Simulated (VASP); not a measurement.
# Si3C4 in VASP: notebook, part 2 of 2

VASP 6.6.1.

**3. Relaxation of cell and atoms, PBE**

This run uses another cell than the first one, of 14.19 Å³/atom.

Input file INCAR:

```
SYSTEM = Si3C4
PREC = Accurate
ENCUT = 600
EDIFF = 1E-7
ISMEAR = 0
SIGMA = 0.2
LREAL = .False.
LASPH = .True.
NELM = 100
ALGO = Normal
ISIF = 3
LWAVE = .False.
LCHARG = .False.
GGA = PE
IBRION = 2
NSW = 36
EDIFFG = -0.08
```

Input file KPOINTS:

```
Automatic mesh
0
Gamma
  6 6 2
  0 0 0
```

Input file POSCAR:

```
Si3C4
1.0
    2.8739088600     -1.6593521000      0.0000000000
    2.8739088600      1.6593521000      0.0000000000
   -0.0468813600      0.0000000000     10.4131905500
Si C
3 4
Direct
    0.0000000000      0.0000000000      0.5000000000
    0.9981734800      0.9981734800      0.2440840000
    0.0018265200      0.0018265200      0.7559160000
    0.6637470100      0.6637470100      0.1347900000
    0.6679685100      0.6679685100      0.6252840200
    0.3362529900      0.3362529900      0.8652100000
    0.3320314900      0.3320314900      0.3747159800
```

Potentials or basis: VASP PAW PBE potentials, release 64 (Si, C).

The run is started by

```
> cat potpaw_PBE.64/Si/POTCAR potpaw_PBE.64/C/POTCAR > POTCAR
> mpirun -np 1 vasp_std > vasp.out
```

OUTCAR:

```text
SYSTEM = Si3C4
   PREC = Accurate
   ENCUT = 600
   EDIFF = 1E-7
   ISMEAR = 0
   LREAL = .False.
   LASPH = .True.
   NELM = 100
   ISIF = 3
   GGA = PE
   IBRION = 2
   NSW = 36
   EDIFFG = -0.08

 ion  position               nearest neighbor table
   1  0.000  0.000  0.500-   5 2.32   7 2.32   5 2.32   5 2.32   7 2.32   7 2.32   2 2.66   3 2.66

   2  0.998  0.998  0.244-   4 2.23   4 2.23   4 2.23   7 2.35   7 2.35   7 2.35   1 2.66
   3  0.002  0.002  0.756-   6 2.23   6 2.23   6 2.23   5 2.35   5 2.35   5 2.35   1 2.66
   4  0.664  0.664  0.135-   2 2.23   2 2.23   2 2.23
   5  0.668  0.668  0.625-   1 2.32   1 2.32   1 2.32   3 2.35   3 2.35   3 2.35
   6  0.336  0.336  0.865-   3 2.23   3 2.23   3 2.23
   7  0.332  0.332  0.375-   1 2.32   1 2.32   1 2.32   2 2.35   2 2.35   2 2.35

  LATTYP: Found a base centered monoclinic cell.
 ALAT       =     5.7478177200
 B/A-ratio  =     0.5773850810
 C/A-ratio  =     1.8116956016
 COS(beta)  =    -0.0045020673

  Lattice vectors:

 A1 = (   2.8739088600,  -1.6593521000,   0.0000000000)
 A2 = (   2.8739088600,   1.6593521000,   0.0000000000)
 A3 = (  -0.0468813600,   0.0000000000,  10.4131905500)

Analysis of symmetry for initial positions (statically):
=====================================================================
 Subroutine PRICEL returns:
 Original cell was already a primitive cell.

 Routine SETGRP: Setting up the symmetry group for a
 base centered monoclinic supercell.

 Subroutine GETGRP returns: Found  4 space group operations
 (whereof  4 operations were pure point group operations)
 out of a pool of  4 trial point group operations.

The static configuration has the point symmetry C_2h.

Analysis of symmetry for dynamics (positions and initial velocities):
=====================================================================
 Subroutine PRICEL returns:
 Original cell was already a primitive cell.

 Routine SETGRP: Setting up the symmetry group for a
 base centered monoclinic supercell.
[... 128 lines left out ...]
   EMIN   =  10.00;   EMAX   =-10.00  energy-range for DOS
   EFERMI =   0.00;   METHOD = LEGACY
   ISMEAR =     0;   SIGMA  =   0.20  broadening in eV -4-tet -1-fermi 0-gaus
   EFERMI_NEDOS =   21; number of points for ismear=-14 and -15
   IALGO  =     38    algorithm
   IMIX   =      4    mixing-type and parameters
     AMIX     =   0.40;   BMIX     =  1.00
     AMIX_MAG =   1.60;   BMIX_MAG =  1.00
  volume/ion in A,a.u.               =      14.19        95.75
  Fermi-wavevector in a.u.,A,eV,Ry     =   1.073460  2.028545 15.678206  1.152316
  Thomas-Fermi vector in A             =   2.209260
   LORBIT       =      0    0 simple, 1 ext, 2 COOP (PROOUT), +10 PAW based schemes
   GGA     = PE    functional components
   LHFCALC =     F    Hartree Fock is set to
   AEXX    =    0.0000 exact exchange contribution
   IVDW    =     0    specifies the selected vdW correction
   LEPSILON=     F    determine dielectric tensor
   LRPA    =     F    only Hartree local field effects (RPA)
 conjugate gradient relaxation of ions
 non-spin polarized calculation
 Gauss-broadening in eV      SIGMA  =   0.20
  energy-cutoff  :      600.00
  volume of cell :       99.32
 maximum number of plane-waves:      3353
 NGX is ok and might be reduce to    28
   NGX = 13   NGY = 13   NGZ = 41

--------------------------------------- Ionic step        1  -------------------------------------------

 number of electron      28.0000000 magnetization

 Free energy of the ion-electron system (eV)
  ---------------------------------------------------
  ext. energy  EPLUGINS =         0.00000000
  ---------------------------------------------------
  free energy    TOTEN  =       -39.58271994 eV

  energy without entropy =      -39.51261344  energy(sigma->0) =      -39.54766669

------------------------ aborting loop because EDIFF is reached ----------------------------------------

  FORCE on cell =-STRESS in cart. coord.  units (eV):
  Direction    XX          YY          ZZ          XY          YZ          ZX
  --------------------------------------------------------------------------------------
  -------------------------------------------------------------------------------------
  Total      -19.1446994    -19.0503737    -18.7145630      0.0000000      0.0000000     -0.0505640
  in kB     -308.8401693   -307.3185175   -301.9012569      0.0000000      0.0000000     -0.8156932
  external PRESSURE =    -306.0199812 kB  Pullay stress =       0.0000000 kB
[... 1131 lines left out ...]
     17       5.2601      0.00000
     18       5.8402      0.00000

 [... further k-points ...]

[... ionic steps 4 to 30 ...]

--------------------------------------- Ionic step       31  -------------------------------------------

 number of electron      28.0000001 magnetization

------------------------ aborting loop because EDIFF is reached ----------------------------------------
[... 77 lines left out ...]
--------------------------------------- Ionic step       33  -------------------------------------------

 number of electron      28.0000000 magnetization

 Free energy of the ion-electron system (eV)
  ---------------------------------------------------
  ext. energy  EPLUGINS =         0.00000000
  ---------------------------------------------------
  free energy    TOTEN  =       -46.32619712 eV

  energy without entropy =      -46.31727113  energy(sigma->0) =      -46.32173412

 E-fermi :   3.7846     XC(G=0):  -9.1477

 val. band max:        3.6386509077   @ k =  -0.3333   0.3333   0.5000
 cond. band min:       3.7918084446   @ k =   0.5000   0.5000   0.0000
 fundamental gap:      0.1531575369
 Fermi energy:         3.7845683669
[... 538 lines left out ...]
  FREE ENERGIE OF THE ION-ELECTRON SYSTEM (eV)
  ---------------------------------------------------
  free  energy   TOTEN  =       -46.3261971218 eV

  energy  without entropy=      -46.3172711279  energy(sigma->0) =      -46.32173412

 reached required accuracy - stopping structural energy minimisation
```

CONTCAR:

```text
Si3C4
   1.00000000000000
     2.7888845261243969   -1.4993668923332397   -0.0570146372686783
     2.7888845261243969    1.4993668923332397   -0.0570146372686783
    -0.2175910512361100    0.0000000000000000   12.5215835720913500
  Si              C
     3     4
Direct
     0.0000000000000000    0.0000000000000000    0.5000000000000000
     0.9970642168912054    0.9970642168912054    0.1604654167401885
     0.0029357831087947    0.0029357831087947    0.8395345832598111
     0.6707106270620787    0.6707106270620787    0.1604594613503602
     0.7158115790898040    0.7158115790898040    0.5585331875943707
     0.3292893729379213    0.3292893729379213    0.8395405386496395
     0.2841884209101961    0.2841884209101961    0.4414668124056294

  0.00000000E+00  0.00000000E+00  0.00000000E+00
  0.00000000E+00  0.00000000E+00  0.00000000E+00
  0.00000000E+00  0.00000000E+00  0.00000000E+00
  0.00000000E+00  0.00000000E+00  0.00000000E+00
  0.00000000E+00  0.00000000E+00  0.00000000E+00
  0.00000000E+00  0.00000000E+00  0.00000000E+00
  0.00000000E+00  0.00000000E+00  0.00000000E+00
```

Run time: 10 min. Hardware: 1 thread of Intel Xeon 6975P-C (Granite Rapids), shared host; peak memory 0.27 GiB.

What came out:

* Free energy: -46.3262 eV
* Relaxed volume: 14.95 Å³/atom
* Relaxed cell: a = 3.167 Å, b = 3.167 Å, c = 12.523 Å, α = 91.91°, β = 91.91°, γ = 56.52°
* Space group after relaxing (to 0.1 Å): C2/m (No. 12)
* Energy gained by relaxing: 963.4 meV/atom
* Ionic steps: 33
* Pressure after relaxing: 0.0 GPa
* Largest force after relaxing: 0.076 eV/Å
* Band gap on the k mesh: 0.15 eV (least direct gap 0.36 eV)

Forces on the atoms (eV/Å):
```
Si   0.000  0.000  0.000
Si   0.051  0.000  0.053
Si  -0.051  0.000 -0.053
C   -0.048  0.000 -0.047
C    0.061  0.000  0.044
C    0.048  0.000  0.047
C   -0.061  0.000 -0.044
```

Step by step:
| step | energy change (eV) | largest force (eV/Å) | pressure (GPa) | volume (Å³) |
| --- | --- | --- | --- | --- |
| 1 | 0.0000 | 3.1218 | -30.60 | 99.32 |
| 2 | -4.6597 | 1.5120 | 18.40 | 65.23 |
| 3 | -4.8669 | 1.8422 | 2.76 | 69.34 |
| 4 | -5.3040 | 1.4226 | 5.22 | 69.82 |
| 5 | -5.8091 | 0.8597 | 10.97 | 71.18 |
| 6 | -5.9258 | 0.5807 | -3.49 | 76.48 |
| 7 | -5.9482 | 0.5446 | 0.32 | 74.90 |
| 8 | -6.0019 | 0.4032 | 0.17 | 75.48 |
| 9 | -6.0532 | 0.2843 | 0.17 | 76.70 |
| 10 | -6.0541 | 0.3262 | 0.21 | 76.88 |
| 11 | -6.0668 | 0.4064 | 0.72 | 77.26 |
| 12 | -6.0673 | 0.4922 | 0.85 | 77.35 |
| 13 | -6.0738 | 0.4885 | 0.90 | 77.55 |
| 14 | -6.0935 | 0.4767 | 1.06 | 78.15 |
| 15 | -6.1336 | 0.4443 | 1.36 | 79.36 |
| 16 | -6.2017 | 0.3558 | 1.72 | 81.79 |
| 17 | -6.1312 | 0.7343 | 1.48 | 86.68 |
| 18 | -6.2140 | 0.3447 | 1.91 | 83.15 |
| 19 | -6.2385 | 0.5807 | -0.14 | 85.52 |
| 20 | -6.2385 | 0.5736 | -0.11 | 85.49 |
| 21 | -6.2693 | 0.6191 | -0.68 | 86.82 |
| 22 | -6.3692 | 1.0717 | -2.00 | 90.83 |
| 23 | -6.5623 | 1.1869 | -3.48 | 98.90 |
| 24 | -6.3746 | 2.3161 | -3.03 | 115.23 |
| 25 | -6.6328 | 0.8467 | -3.37 | 102.38 |
| 26 | -6.6430 | 0.7250 | -3.44 | 104.46 |
| 27 | -6.6763 | 0.6829 | -1.29 | 105.94 |
| 28 | -6.6763 | 0.6928 | -1.22 | 105.99 |
| 29 | -6.7046 | 0.4657 | -0.68 | 105.50 |
| 30 | -6.7259 | 0.3337 | 0.47 | 104.54 |
| 31 | -6.7379 | 0.2117 | 0.31 | 104.52 |
| 32 | -6.7391 | 0.2226 | 0.26 | 104.52 |
| 33 | -6.7435 | 0.0756 | -0.01 | 104.68 |

Final structure:
```yaml
crystal:
  lattice:
    - [2.78888, -1.49937, -0.05701]
    - [2.78888, 1.49937, -0.05701]
    - [-0.21759, 0.00000, 12.52158]
  atoms:
    - { symbol: Si, position: [0.00000, 0.00000, 0.50000] }
    - { symbol: Si, position: [0.99706, 0.99706, 0.16047] }
    - { symbol: Si, position: [0.00294, 0.00294, 0.83953] }
    - { symbol: C, position: [0.67071, 0.67071, 0.16046] }
    - { symbol: C, position: [0.71581, 0.71581, 0.55853] }
    - { symbol: C, position: [0.32929, 0.32929, 0.83954] }
    - { symbol: C, position: [0.28419, 0.28419, 0.44147] }
```

Caveat: a cell axis changed by over 15 % at a fixed basis, so the end point is rough; the relaxation stopped at a loose force limit of 0.08 eV/Å, so its end isn't a converged minimum.

**4. Relaxation of cell and atoms, PBE**

Input file INCAR:

```
SYSTEM = Si3C4
ALGO = Normal
EDIFF = 1E-6
EDIFFG = -0.01
ENCUT = 600
GGA = PE
IBRION = 2
ISIF = 3
ISMEAR = 0
LASPH = .True.
LCHARG = .False.
LREAL = .False.
LWAVE = .False.
NELM = 100
NSW = 100
PREC = Accurate
SIGMA = 0.1
```

Input file KPOINTS:

```
k-points
0
Gamma
  12 12 4
  0 0 0
```

Input file POSCAR:

```
Si3C4
1.0
    3.0029435996      0.0000000000      0.0000000000
   -1.5014717998      2.6006254434      0.0000000000
    0.0000000000      0.0000000000      8.8960152012
Si C
3 4
Direct
    0.0000000000      0.0000000000      0.5000000000
    0.6666666667      0.3333333333      0.1733582595
    0.3333333333      0.6666666667      0.8266417405
    0.0000000000      0.0000000000      0.0854439943
    0.3333333333      0.6666666667      0.6215753792
    0.0000000000      0.0000000000      0.9145560057
    0.6666666667      0.3333333333      0.3784246208
```

The run is started by

```
> cat potpaw_PBE.64/Si/POTCAR potpaw_PBE.64/C/POTCAR > POTCAR
> mpirun -np 1 vasp_std > vasp.out
```

It took 1.7 min on 1 thread of Intel Xeon 6975P-C (Granite Rapids), shared host; peak memory 0.25 GiB.

The run converged. Its results:

```
Free energy                           : -50.1237 eV
Relaxed volume                        : 9.93 Å³/atom
Relaxed cell                          : a = 3.004 Å, b = 3.004 Å, c = 8.892 Å, α = 90.00°, β = 90.00°, γ = 120.00°
Space group after relaxing (to 0.1 Å) : P-3m1 (No. 164)
Energy gained by relaxing             : 0.2 meV/atom
Ionic steps                           : 6
Pressure after relaxing               : -0.1 GPa
Largest force after relaxing          : 0.005 eV/Å
Band gap on the k mesh                : zero (bands 14 and 15 overlap by 2.94 eV)
```

Forces on the atoms (eV/Å):
```
Si   0.000  0.000  0.000
Si   0.000  0.000  0.002
Si   0.000  0.000 -0.002
C    0.000  0.000  0.001
C    0.000  0.000  0.005
C    0.000  0.000 -0.001
C    0.000  0.000 -0.005
```

Step by step:
```
step  energy change (eV)  largest force (eV/Å)  pressure (GPa)  volume (Å³)
   1              0.0000                0.1690           -0.08        69.47
   2             -0.0001                0.1535            0.05        69.43
   3             -0.0014                0.0509           -0.02        69.45
   4             -0.0016                0.0145            0.15        69.43
   5             -0.0016                0.0148            0.11        69.44
   6             -0.0017                0.0052           -0.05        69.49
```

Final structure:
```
Si C
1.0
     3.00395    0.00000    0.00000
    -1.50197    2.60150    0.00000
     0.00000    0.00000    8.89225
Si C
3 4
Direct
  0.00000 0.00000 0.50000
  0.66667 0.33333 0.17265
  0.33333 0.66667 0.82735
  0.00000 0.00000 0.08597
  0.33333 0.66667 0.62166
  0.00000 0.00000 0.91403
  0.66667 0.33333 0.37834
```

Levels at points of the mesh, in eV from the Fermi level:
```csv
k point,band 10,band 11,band 12,band 13,band 14,band 15,band 16,band 17,band 18
"(0.00, 0.00, 0.00)",0.24,0.24,0.93,0.93,1.01,1.01,4.56,5.21,7.15
"(0.50, 0.00, 0.00)",-4.02,-3.53,-1.94,-1.33,-1.31,0.82,2.45,3.43,4.34
"(0.00, 0.00, 0.50)",0.45,0.45,0.48,0.48,1.26,1.26,4.58,4.60,6.97
"(0.50, 0.00, 0.50)",-4.00,-2.62,-2.23,-2.01,-0.80,0.46,2.04,2.77,5.09
```

**5. The runs side by side**

```csv
task,cell,k mesh,cutoff (eV),smearing,gap on the mesh (eV),pressure (GPa),relaxed volume (Å³/atom),largest force (eV/Å)
single point,"a = 3.004, b = 3.004, c = 8.893 Å, angles 90.0, 90.0, 120.0°, 7 atoms, atomic positions A",12 × 12 × 4,520,gaussian 0.1 eV,none,0.0,-,0.04
relaxation of cell and atoms,"relaxed from a = 3.319, b = 3.319, c = 10.413 Å, angles 90.2, 90.2, 60.0°, 7 atoms, atomic positions B",6 × 6 × 2,600,gaussian 0.2 eV,0.15,0.0,14.95,0.08
relaxation of cell and atoms,"relaxed from a = 3.003, b = 3.003, c = 8.896 Å, angles 90.0, 90.0, 120.0°, 7 atoms, atomic positions A",12 × 12 × 4,600,gaussian 0.1 eV,none,-0.1,9.93,0.01
```

Alike in all rows: level PBE; potentials or basis VASP PAW PBE potentials, release 64 (Si, C); no spin polarisation.

Caveats: a cell axis changed by over 15 % at a fixed basis, so the end point is rough (at least some runs); the relaxation stopped at a loose force limit of 0.08 eV/Å, so its end isn't a converged minimum (at least some runs).

Absolute energies hang on the potentials; compare differences alone.
